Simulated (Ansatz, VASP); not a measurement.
**Al in VASP and in Ansatz**

```xyz
2
Lattice="2.8497 0.0000 0.0000 -1.4248 2.4679 0.0000 0.0000 0.0000 4.4899" Properties=species:S:1:pos:R:3 pbc="T T T"
Al    1.4248    0.8226    3.3674
Al    0.0000    1.6453    1.1225
```

Alike in both runs: task single point; functional PBEsol; k mesh 18 × 18 × 10; occupations gaussian, width 0.15 eV; no spin polarisation.

|  | VASP | Ansatz |
| --- | --- | --- |
| version | VASP 6.6.1 | Ansatz 0.2.0 |
| potentials or method | VASP PAW PBE potentials, release 64 (Al), cutoff 520 eV | scalar-relativistic, plane waves, PAW |
| valence electrons in the cell | 6 | 6 |

```tsv
	VASP	Ansatz	Ansatz less VASP
gap on the k mesh at the Fermi level (eV)	none	none	-
pressure (GPa)	3.0	2.9	-0.09
traceless stress, the component that is largest in VASP (GPa)	2.28	2.26	-0.018
```

VASP's potentials were made for PBE, not for PBEsol, and Ansatz warns of the same on its side. A gap of «none» marks a metal or a gap that the smearing closes. The functional is the same, so the differences come from potentials, cutoffs and numerics.
